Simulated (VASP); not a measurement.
# CuAu (P4/mmm) in VASP: further runs

The runs below take CuAu through single point, relaxation of cell and atoms, with PBEsol.

All numbers are computed with VASP 6.6.1; they aren't measurements. Logs are shortened: lines on timing, memory, paths and dates and some standing lists are left out, and cuts for length are marked.

## 1. The cell of the first run

Symmetry: P4/mmm, No. 123, tetragonal system. The conventional cell has a = 2.834 Å, b = 2.834 Å, c = 3.539 Å, α = 90.00°, β = 90.00°, γ = 90.00°. Cu (site symmetry 4/mmm) has 8 Au at 2.67 Å and 4 Cu at 2.83 Å within 3.5 Å. Au (site symmetry 4/mmm) has 8 Cu at 2.67 Å and 4 Au at 2.83 Å within 3.5 Å.

## 2. Single point, PBEsol

Input file INCAR:

```
SYSTEM = CuAu
PREC = Accurate ; ENCUT = 520
EDIFF = 1E-7 ; ISMEAR = 0
SIGMA = 0.1 ; LREAL = .False.
LASPH = .True. ; NELM = 100
ALGO = Normal ; ISIF = 2
LWAVE = .False. ; LCHARG = .True.
GGA = PS ; LELF = .True.
LVHAR = .True. ; NBANDS = 18
```

Input file KPOINTS:

```
regular mesh
0
Gamma
  14 14 12
  0 0 0
```

Input file POSCAR:

```
CuAu
1.0
    2.8340535134      0.0000000000      0.0000000000
    0.0000000000      2.8340535134      0.0000000000
    0.0000000000      0.0000000000      3.5386023688
Cu Au
1 1
Direct
    0.5000000000      0.5000000000      0.5000000000
    0.0000000000      0.0000000000      0.0000000000
```

Potentials or basis: VASP PAW PBE potentials, release 64 (Cu, Au).

Command:

```console
$ cat potpaw_PBE.64/Cu/POTCAR potpaw_PBE.64/Au/POTCAR > POTCAR
$ mpirun -np 1 vasp_std > vasp.out
```

OUTCAR:

```text
SYSTEM = CuAu
   PREC = Accurate
   ENCUT = 520
   EDIFF = 1E-7
   ISMEAR = 0
   LREAL = .False.
   LASPH = .True.
   NELM = 100
   ISIF = 2
   GGA = PS

 ion  position               nearest neighbor table
   1  0.500  0.500  0.500-   2 2.67   2 2.67   2 2.67   2 2.67   2 2.67   2 2.67   2 2.67   2 2.67

   2  0.000  0.000  0.000-   1 2.67   1 2.67   1 2.67   1 2.67   1 2.67   1 2.67   1 2.67   1 2.67

  LATTYP: Found a simple tetragonal cell.
 ALAT       =     2.8340535134
 C/A-ratio  =     1.2486011122

  Lattice vectors:

 A1 = (   2.8340535134,   0.0000000000,   0.0000000000)
 A2 = (   0.0000000000,   2.8340535134,   0.0000000000)
 A3 = (   0.0000000000,   0.0000000000,   3.5386023688)

Analysis of symmetry for initial positions (statically):
=====================================================================
 Subroutine PRICEL returns:
 Original cell was already a primitive cell.

 Routine SETGRP: Setting up the symmetry group for a
 simple tetragonal supercell.

 Subroutine GETGRP returns: Found 16 space group operations
 (whereof 16 operations were pure point group operations)
 out of a pool of 16 trial point group operations.

The static configuration has the point symmetry D_4h.

Analysis of symmetry for dynamics (positions and initial velocities):
=====================================================================
 Subroutine PRICEL returns:
 Original cell was already a primitive cell.

 Routine SETGRP: Setting up the symmetry group for a
 simple tetragonal supercell.

 Subroutine GETGRP returns: Found 16 space group operations
 (whereof 16 operations were pure point group operations)
 out of a pool of 16 trial point group operations.

The dynamic configuration has the point symmetry D_4h.

 Subroutine INISYM returns: Found 16 space group operations
 (whereof 16 operations are pure point group operations),
 and found     1 'primitive' translations

----------------------------------------------------------------------------------------

                                     Primitive cell

  volume of cell :      28.4216

  direct lattice vectors                    reciprocal lattice vectors
     2.834053513  0.000000000  0.000000000     0.352851488  0.000000000  0.000000000
     0.000000000  2.834053513  0.000000000     0.000000000  0.352851488  0.000000000
     0.000000000  0.000000000  3.538602369     0.000000000  0.000000000  0.282597448

  length of vectors
     2.834053513  2.834053513  3.538602369     0.352851488  0.352851488  0.282597448

  position of ions in fractional coordinates (direct lattice)
     0.500000000  0.500000000  0.500000000
     0.000000000  0.000000000  0.000000000

  ion indices of the primitive-cell ions
   primitive index   ion index
                 1           1
                 2           2

----------------------------------------------------------------------------------------

 KPOINTS: regular mesh

Automatic generation of k-mesh.
 Grid dimensions read from file:
 generate k-points for:   14   14   12

 Generating k-lattice:

  Cartesian coordinates                     Fractional coordinates (reciprocal lattice)
     0.025203678  0.000000000  0.000000000     0.071428571  0.000000000  0.000000000
     0.000000000  0.025203678  0.000000000     0.000000000  0.071428571  0.000000000
     0.000000000  0.000000000  0.023549787     0.000000000  0.000000000  0.083333333

  Length of vectors
     0.025203678  0.025203678  0.023549787

  Shift w.r.t. Gamma in fractional coordinates (k-lattice)
     0.000000000  0.000000000  0.000000000

 Subroutine IBZKPT returns following result:
 ===========================================

 Found    252 irreducible k-points:

 Following reciprocal coordinates:
            Coordinates               Weight
  0.000000  0.000000  0.000000      1.000000
  0.071429  0.000000  0.000000      4.000000
  0.142857  0.000000  0.000000      4.000000
  0.214286  0.000000  0.000000      4.000000
  0.285714  0.000000  0.000000      4.000000
  0.357143  0.000000  0.000000      4.000000
[... 16 lines left out ...]
  0.285714  0.214286  0.000000      8.000000
  0.357143  0.214286  0.000000      8.000000
 [... further k-points ...]
   k-points           NKPTS =    252   k-points in BZ     NKDIM =    252   number of bands    NBANDS=     18
   number of dos      NEDOS =    301   number of ions     NIONS =      2
   total plane-waves  NPLWV =  16128
   dimension x,y,z NGX =    24 NGY =   24 NGZ =   28
   dimension x,y,z NGXF=    48 NGYF=   48 NGZF=   56
   ions per type =               1   1
   NGX,Y,Z   is equivalent  to a cutoff of  14.08, 14.08, 13.15 a.u.
   NGXF,Y,Z  is equivalent  to a cutoff of  28.16, 28.16, 26.31 a.u.
 SYSTEM =  CuAu
   PREC   = accura    normal or accurate (medium, high low for compatibility)
   ISTART =      0    job   : 0-new  1-cont  2-samecut
   ICHARG =      2    charge: 1-file 2-atom 10-const
   ISPIN  =      1    spin polarized calculation?
   LNONCOLLINEAR =      F non collinear calculations
   LSORBIT =      F    spin-orbit coupling
   LASPH  =      T    aspherical Exc in radial PAW
   ENCUT  =  520.0 eV  38.22 Ry    6.18 a.u.   5.27  5.27  6.58*2*pi/ulx,y,z
   NELM   =    100;   NELMIN=  2; NELMDL= -5     # of ELM steps
   EDIFF  = 0.1E-06   stopping-criterion for ELM
   LREAL  =      F    real-space projection
   EDIFFG = 0.1E-05   stopping-criterion for IOM
   NSW    =      0    number of steps for IOM
   IBRION =     -1    ionic relax: 0-MD 1-quasi-New 2-CG
   NFREE  =      0    steps in history (QN), initial steepest desc. (CG)
   ISIF   =      2    stress and relaxation
   ISYM   =      2    0-nonsym 1-usesym 2-fastsym
   POTIM  = 0.5000    time-step for ionic-motion
   TEBEG  =    0.0;   TEEND  =   0.0 temperature during run
   PSTRESS=    0.0 pullay stress
   NELECT =      22.0000    total number of electrons
   NUPDOWN=      -1.0000    fix difference up-down
   EMIN   =  10.00;   EMAX   =-10.00  energy-range for DOS
   EFERMI =   0.00;   METHOD = LEGACY
   ISMEAR =     0;   SIGMA  =   0.10  broadening in eV -4-tet -1-fermi 0-gaus
   EFERMI_NEDOS =   21; number of points for ismear=-14 and -15
   IALGO  =     38    algorithm
   IMIX   =      4    mixing-type and parameters
     AMIX     =   0.40;   BMIX     =  1.00
     AMIX_MAG =   1.60;   BMIX_MAG =  1.00
  volume/ion in A,a.u.               =      14.21        95.90
  Fermi-wavevector in a.u.,A,eV,Ry     =   1.503141  2.840525 30.741458  2.259433
  Thomas-Fermi vector in A             =   2.614290
   LORBIT       =      0    0 simple, 1 ext, 2 COOP (PROOUT), +10 PAW based schemes
   GGA     = PS    functional components
   LHFCALC =     F    Hartree Fock is set to
   AEXX    =    0.0000 exact exchange contribution
   IVDW    =     0    specifies the selected vdW correction
   LEPSILON=     F    determine dielectric tensor
   LRPA    =     F    only Hartree local field effects (RPA)
 non-spin polarized calculation
 Gauss-broadening in eV      SIGMA  =   0.10
  energy-cutoff  :      520.00
  volume of cell :       28.42
 maximum number of plane-waves:       792
 NGX is ok and might be reduce to    24
   NGX = 11   NGY = 11   NGZ = 13

 number of electron      21.9999991 magnetization

 Free energy of the ion-electron system (eV)
  ---------------------------------------------------
  ext. energy  EPLUGINS =         0.00000000
  ---------------------------------------------------
  free energy    TOTEN  =        -8.36124654 eV

  energy without entropy =       -8.35919366  energy(sigma->0) =       -8.36022010

 E-fermi :   8.8950     XC(G=0): -12.9775

 val. band max:        8.8857991190   @ k =   0.3571   0.1429   0.5000
 cond. band min:       8.9072375398   @ k =   0.5000   0.1429   0.2500
 fundamental gap:      0.0214384208
 Fermi energy:         8.8950373493

 k-point     1 :       0.0000    0.0000    0.0000
  band No.  band energies     occupation
      1      -1.1354      2.00000
      2       2.2128      2.00000
      3       2.3330      2.00000
      4       4.6971      2.00000
      5       4.6971      2.00000
      6       5.6810      2.00000
[... 10 lines left out ...]
     17      25.4047      0.00000
     18      26.5373      0.00000

 k-point     2 :       0.0714    0.0000    0.0000
  band No.  band energies     occupation
      1      -1.0181      2.00000
      2       2.2718      2.00000
      3       2.3971      2.00000
      4       4.6373      2.00000
      5       4.7262      2.00000
      6       5.6361      2.00000
[... 10 lines left out ...]
     17      26.2873      0.00000
     18      26.6013      0.00000

 k-point     3 :       0.1429    0.0000    0.0000
  band No.  band energies     occupation
      1      -0.6766      2.00000
      2       2.4043      2.00000
      3       2.6212      2.00000
      4       4.4645      2.00000
      5       4.8112      2.00000
      6       5.5065      2.00000
[... 10 lines left out ...]
     17      26.6398      0.00000
     18      28.4012      0.00000

 k-point     4 :       0.2143    0.0000    0.0000
  band No.  band energies     occupation
      1      -0.1426      2.00000
      2       2.5807      2.00000
      3       2.9937      2.00000
      4       4.2065      2.00000
      5       4.9456      2.00000
      6       5.3120      2.00000
[... 375 lines left out ...]
      4       3.9875      2.00000
      5       4.4120      2.00000
      6       4.8047      2.00000
[... 10 lines left out ...]
     17      26.1979      0.00000
     18      26.2937      0.00000

 k-point    23 :       0.2857    0.2143    0.0000
  band No.  band energies     occupation
      1       1.3709      2.00000
      2       3.2108      2.00000
      3       3.7072      2.00000
      4       3.7489      2.00000
      5       4.2305      2.00000
      6       4.7742      2.00000
[... 10 lines left out ...]
     17      24.7789      0.00000
     18      24.8588      0.00000

 k-point    24 :       0.3571    0.2143    0.0000
  band No.  band energies     occupation
      1       1.9426      2.00000
      2       3.1992      2.00000
      3       3.4906      2.00000
      4       3.8377      2.00000
      5       4.1338      2.00000
      6       5.1598      2.00000
[... 10 lines left out ...]
     17      23.3184      0.00000
     18      23.6773      0.00000

 [... further k-points ...]
[... 5 lines left out ...]
  --------------------------------------------------------------------------------------
  -------------------------------------------------------------------------------------
  Total        0.0132367      0.0132367      0.0205261      0.0000000     -0.0000000      0.0000000
  in kB        0.7461763      0.7461763      1.1570942      0.0000000     -0.0000000      0.0000000
  external PRESSURE =       0.8831489 kB  Pullay stress =       0.0000000 kB

 VOLUME and BASIS-vectors are now :
 -----------------------------------------------------------------------------
  energy-cutoff  :      520.00
  volume of cell :       28.42
      direct lattice vectors                 reciprocal lattice vectors
     2.834053513  0.000000000  0.000000000     0.352851488  0.000000000  0.000000000
     0.000000000  2.834053513  0.000000000     0.000000000  0.352851488  0.000000000
     0.000000000  0.000000000  3.538602369     0.000000000  0.000000000  0.282597448

 POSITION                                       TOTAL-FORCE (eV/Angst)
 -----------------------------------------------------------------------------------
      1.41703      1.41703      1.76930         0.000000      0.000000      0.000000
      0.00000      0.00000      0.00000         0.000000      0.000000      0.000000
 -----------------------------------------------------------------------------------
    total drift:                                0.000000      0.000000     -0.000000

  FREE ENERGIE OF THE ION-ELECTRON SYSTEM (eV)
  ---------------------------------------------------
  free  energy   TOTEN  =        -8.3612465402 eV

  energy  without entropy=       -8.3591936623  energy(sigma->0) =       -8.36022010
```

Wall time 53 s (1 thread of AMD EPYC 9R45 (Zen 5), shared host); peak memory 0.23 GiB.

Results:

| Item | Value |
| --- | --- |
| Free energy | -8.3612 eV |
| Pressure | 0.1 GPa |
| Band gap on the k mesh | zero (band 11 reaches 14.10 eV, above the bottom of band 12 at 6.80 eV) |

Levels at points of the mesh, in eV from the Fermi level:
| k point | band 9 | band 10 | band 11 | band 12 | band 13 | band 14 |
| --- | --- | --- | --- | --- | --- | --- |
| (0.00, 0.00, 0.00) | -1.71 | -1.49 | -1.49 | 2.76 | 9.15 | 9.46 |
| (0.50, 0.00, 0.00) | -2.52 | -2.31 | -1.02 | -0.36 | 10.10 | 10.15 |
| (0.50, 0.50, 0.00) | -1.34 | -1.34 | 0.28 | 0.28 | 4.82 | 6.75 |
| (0.00, 0.00, 0.50) | -2.46 | -2.46 | -2.31 | -2.10 | 14.08 | 14.43 |
| (0.50, 0.00, 0.50) | -1.56 | -1.50 | -1.16 | -1.15 | 2.71 | 4.68 |
| (0.50, 0.50, 0.50) | -1.78 | -1.74 | 5.21 | 5.53 | 5.53 | 5.95 |

Caveat: the PAW data sets were made with another functional, which shifts forces and pressure a little; spin-orbit coupling is left out, which moves the levels of the heavy elements.

## 3. Relaxation of cell and atoms, PBEsol

This run uses another cell than the first one, of 15.00 Å³/atom, 1.056 times its volume.

Input file INCAR:

```
SYSTEM = CuAu
  ALGO = Normal
  EDIFF = 1E-6
  EDIFFG = -0.005
  ENCUT = 600
  GGA = PS
  IBRION = 2
  ISIF = 3
  ISMEAR = 0
  LASPH = .TRUE.
  LCHARG = .FALSE.
  LREAL = .FALSE.
  LWAVE = .FALSE.
  NELM = 100
  NSW = 70
  PREC = Accurate
  SIGMA = 0.1
```

Input file KPOINTS:

```
k-points
0
G
  14 14 12
  0 0 0
```

Input file POSCAR:

```
CuAu
1.0
    2.8920326470      0.0000000000      0.0000000000
    0.0000000000      2.8920326470      0.0000000000
    0.0000000000      0.0000000000      3.5876026256
Cu Au
1 1
Direct
    0.5000000000      0.5000000000      0.5000000000
    0.0000000000      0.0000000000      0.0000000000
```

Potentials or basis: VASP PAW PBE potentials, release 64 (Cu, Au).

Command:

```console
$ cat potpaw_PBE.64/Cu/POTCAR potpaw_PBE.64/Au/POTCAR > POTCAR
$ mpirun -np 1 vasp_std > vasp.out
```

OUTCAR:

```text
SYSTEM = CuAu
   EDIFF = 1E-6
   EDIFFG = -0.005
   ENCUT = 600
   GGA = PS
   IBRION = 2
   ISIF = 3
   ISMEAR = 0
   LASPH = .TRUE.
   LREAL = .FALSE.
   NELM = 100
   NSW = 70
   PREC = Accurate

 ion  position               nearest neighbor table
   1  0.500  0.500  0.500-   2 2.72   2 2.72   2 2.72   2 2.72   2 2.72   2 2.72   2 2.72   2 2.72

   2  0.000  0.000  0.000-   1 2.72   1 2.72   1 2.72   1 2.72   1 2.72   1 2.72   1 2.72   1 2.72

  LATTYP: Found a simple tetragonal cell.
 ALAT       =     2.8920326470
 C/A-ratio  =     1.2405124919

  Lattice vectors:

 A1 = (   2.8920326470,   0.0000000000,   0.0000000000)
 A2 = (   0.0000000000,   2.8920326470,   0.0000000000)
 A3 = (   0.0000000000,   0.0000000000,   3.5876026256)

Analysis of symmetry for initial positions (statically):
=====================================================================
[... 408 lines left out ...]
  band No.  band energies     occupation
      1      -1.1378      2.00000
      2       2.2053      2.00000
      3       2.3273      2.00000
      4       4.6961      2.00000
      5       4.6961      2.00000
      6       5.6874      2.00000
      7       6.0931      2.00000
      8       6.7751      2.00000
      9       7.1842      2.00000
     10       7.4051      2.00000
     11       7.4051      2.00000
     12      11.6072      0.00000
     13      17.9843      0.00000
     14      18.3832      0.00000
[... 401 lines left out ...]
      2       3.1987      2.00000
      3       3.4813      2.00000
      4       3.8344      2.00000
      5       4.1267      2.00000
      6       5.1618      2.00000
      7       6.4270      2.00000
      8       6.5464      2.00000
      9       6.6377      2.00000
     10       7.0436      2.00000
     11       7.3274      2.00000
     12      11.4019      0.00000
     13      16.8507      0.00000
     14      17.6506      0.00000
     15      19.2903      0.00000

 [... further k-points ...]
[... 5 lines left out ...]
  --------------------------------------------------------------------------------------
  -------------------------------------------------------------------------------------
  Total       -0.0006025     -0.0006025     -0.0051230      0.0000000      0.0000000      0.0000000
  in kB       -0.0339512     -0.0339512     -0.2887051      0.0000000      0.0000000      0.0000000
  external PRESSURE =      -0.1188692 kB  Pullay stress =       0.0000000 kB
[... 17 lines left out ...]
  FREE ENERGIE OF THE ION-ELECTRON SYSTEM (eV)
  ---------------------------------------------------
  free  energy   TOTEN  =        -8.3615874704 eV

  energy  without entropy=       -8.3594731516  energy(sigma->0) =       -8.36053031

 reached required accuracy - stopping structural energy minimisation
```

CONTCAR:

```text
CuAu
   1.00000000000000
     2.8318792098478696    0.0000000000000000    0.0000000000000001
     0.0000000000000000    2.8318792098478696    0.0000000000000001
    -0.0000000000000001   -0.0000000000000001    3.5451497101195684
  Cu              Au
     1     1
Direct
     0.5000000000000000    0.5000000000000000    0.5000000000000000
     1.0000000000000000    0.0000000000000000    0.0000000000000000

  0.00000000E+00  0.00000000E+00  0.00000000E+00
  0.00000000E+00  0.00000000E+00  0.00000000E+00
```

It took 3.3 min on 1 thread of AMD EPYC 9R45 (Zen 5), shared host; peak memory 0.26 GiB.

Results:

| Quantity | Value |
| --- | --- |
| Free energy | -8.3616 eV |
| Relaxed volume | 14.22 Å³/atom |
| Relaxed cell | a = 2.832 Å, b = 2.832 Å, c = 3.545 Å, α = 90.00°, β = 90.00°, γ = 90.00° |
| Space group after relaxing (to 0.05 Å) | P4/mmm (No. 123) |
| Energy gained by relaxing | 20.4 meV/atom |
| Ionic steps | 7 |
| Pressure after relaxing | 0.0 GPa |
| Band gap on the k mesh | zero (band 11 reaches 14.11 eV, above the bottom of band 12 at 6.80 eV) |

Step by step:
```tsv
step	energy change (eV)	largest force (eV/Å)	pressure (GPa)	volume (Å³)
1	0.0000	0.0000	-7.86	30.01
2	0.0081	0.0000	10.87	26.92
3	-0.0408	0.0000	-0.20	28.46
4	-0.0408	0.0000	0.04	28.43
5	-0.0408	0.0000	0.08	28.43
6	-0.0409	0.0000	0.14	28.43
7	-0.0409	0.0000	-0.01	28.43
```

Final structure:
```
Cu Au
1.0
     2.83188    0.00000    0.00000
     0.00000    2.83188    0.00000
     0.00000    0.00000    3.54515
Cu Au
1 1
Direct
  0.50000 0.50000 0.50000
  0.00000 0.00000 0.00000
```

Caveat: the PAW data sets were made with another functional, which shifts forces and pressure a little; spin-orbit coupling is left out, which moves the levels of the heavy elements.
